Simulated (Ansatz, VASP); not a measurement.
**Si: VASP beside Ansatz**

INCAR

```
  PREC = Accurate
  ENCUT = 520
  EDIFF = 1E-6
  ISMEAR = 0
  SIGMA = 0.03
  LREAL = F
  LASPH = T
  NELM = 60
  ALGO = Normal
  ISIF = 2
  LWAVE = F
  LCHARG = T
  LELF = T
  LVHAR = T
  NBANDS = 16
```

Contents of KPOINTS:

```
regular mesh
0
Gamma
  12 12 6
```

Contents of POSCAR:

```
Si
1.0
    3.7054125847      0.0000000000      0.0000000000
   -1.8527062924      3.2089814298      0.0000000000
    0.0000000000      0.0000000000      6.6197195825
Si
4
Direct
    0.3333333333      0.6666666667      0.0439541821
    0.6666666667      0.3333333333      0.5439541821
    0.3333333333      0.6666666667      0.4560458179
    0.6666666667      0.3333333333      0.9560458179
```

Input for Ansatz:

```yaml
crystal:
  lattice:
    - [3.7054125847, 0.0, 0.0]
    - [-1.8527062924, 3.2089814298, 0.0]
    - [0.0, 0.0, 6.6197195825]
  atoms:
    - { symbol: Si, position: [0.3333333333, 0.6666666667, 0.0439541821] }
    - { symbol: Si, position: [0.6666666667, 0.3333333333, 0.5439541821] }
    - { symbol: Si, position: [0.3333333333, 0.6666666667, 0.4560458179] }
    - { symbol: Si, position: [0.6666666667, 0.3333333333, 0.9560458179] }
basis:
  ecutwfc: 420
kpoints:
  mp_grid: { grid: [12, 12, 6] }
hamiltonian:
  xc: lda
  pseudopotentials: { kind: paw, azcp: { folder: soft_1 } }
scf:
  occupations: { method: gaussian, width: 0.03 }
output:
  forces: true
  stress: true
  eigenvalues: true
```

Alike in both runs: task single point; functional LDA; k mesh 12 × 12 × 6; occupations gaussian, width 0.03 eV; no spin polarisation.

|  | VASP | Ansatz |
| --- | --- | --- |
| version | VASP 6.6.1 | Ansatz 0.2.0 |
| potentials or method | VASP PAW LDA potentials, release 64 (Si), cutoff 520 eV | scalar-relativistic, plane waves, PAW |
| valence electrons in the cell | 16 | 16 |

|  | VASP | Ansatz | Ansatz less VASP |
| --- | --- | --- | --- |
| gap on the k mesh at the Fermi level (eV) | none | none | - |
| pressure (GPa) | 5.7 | 5.6 | -0.06 |
| traceless stress, the component that is largest in VASP (GPa) | -16.64 | -16.57 | +0.068 |
| rms of the force components (eV/Å) | 1.298 | 1.295 | -0.0029 |

Ansatz warns that its potentials were made for another functional, while VASP's fit it. LDA's correlation is that of Perdew and Zunger in VASP and of Perdew and Wang (1992) in Ansatz. Atom by atom the forces differ by 0.003 eV/Å (rms over components). A gap of «none» marks a metal or a gap that the smearing closes.
